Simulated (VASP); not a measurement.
Input of a VASP 6.6.1 run:

File INCAR:

```
PREC     = Accurate       # precision mode
ENCUT    = 700            # plane-wave cutoff, eV
EDIFF    = 1E-6           # SCF threshold, eV
ISMEAR   = 0              # smearing method
SIGMA    = 0.1            # smearing width, eV
LREAL    = False          # projectors in reciprocal space
LASPH    = True           # aspherical terms in the spheres
NELM     = 120            # most SCF steps
ALGO     = Normal         # electronic algorithm
ISIF     = 2              # what is computed and relaxed
LWAVE    = False          # write WAVECAR
LCHARG   = False          # write CHGCAR
GGA      = PE             # functional
NBANDS   = 40             # bands
GGA_COMPAT= False
```

The input KPOINTS:

```
regular mesh
0
Gamma
  4 4 4
```

Contents of POSCAR:

```
AlAuC4N4
1.0
    6.1432043168      0.0000000000      0.0000000000
    0.0000000000      6.1432043168      0.0000000000
    0.0000000000      0.0000000000      6.1432043168
Al C Au N
1 4 1 4
Direct
    0.0000000000      0.0000000000      0.0000000000
    0.1850689088      0.1850689088      0.1850689088
    0.1850689088      0.8149310912      0.8149310912
    0.8149310912      0.1850689088      0.8149310912
    0.8149310912      0.8149310912      0.1850689088
    0.5000000000      0.5000000000      0.5000000000
    0.2943223242      0.2943223242      0.2943223242
    0.2943223242      0.7056776758      0.7056776758
    0.7056776758      0.2943223242      0.7056776758
    0.7056776758      0.7056776758      0.2943223242
```

Potentials or basis: VASP PAW PBE potentials, release 64 (Al, C, Au_sv_GW, N).

Launch:

```bash
$ cat potpaw_PBE.64/Al/POTCAR potpaw_PBE.64/C/POTCAR potpaw_PBE.64/Au_sv_GW/POTCAR potpaw_PBE.64/N/POTCAR > POTCAR
$ mpirun -np 1 vasp_std > vasp.out
```

**Question.** Estimate the pressure.

**Answer.** 0.3 GPa.

**Question.** What does it give for the band gap on the k mesh?

**Answer.** 3.49 eV (least direct gap 3.51 eV).

**Question.** Predict the largest force.

**Answer.** 0.429 eV/Å.

Forces in eV/Å, atoms in the order of the input:
```
Al   0.000  0.000  0.000
C   -0.248 -0.248 -0.248
C   -0.248  0.248  0.248
C    0.248 -0.248  0.248
C    0.248  0.248 -0.248
Au   0.000  0.000  0.000
N    0.233  0.233  0.233
N    0.233 -0.233 -0.233
N   -0.233  0.233 -0.233
N   -0.233 -0.233  0.233
```

Caveat: spin-orbit coupling is left out, which moves the levels of the heavy elements. A k mesh can miss the band edges.
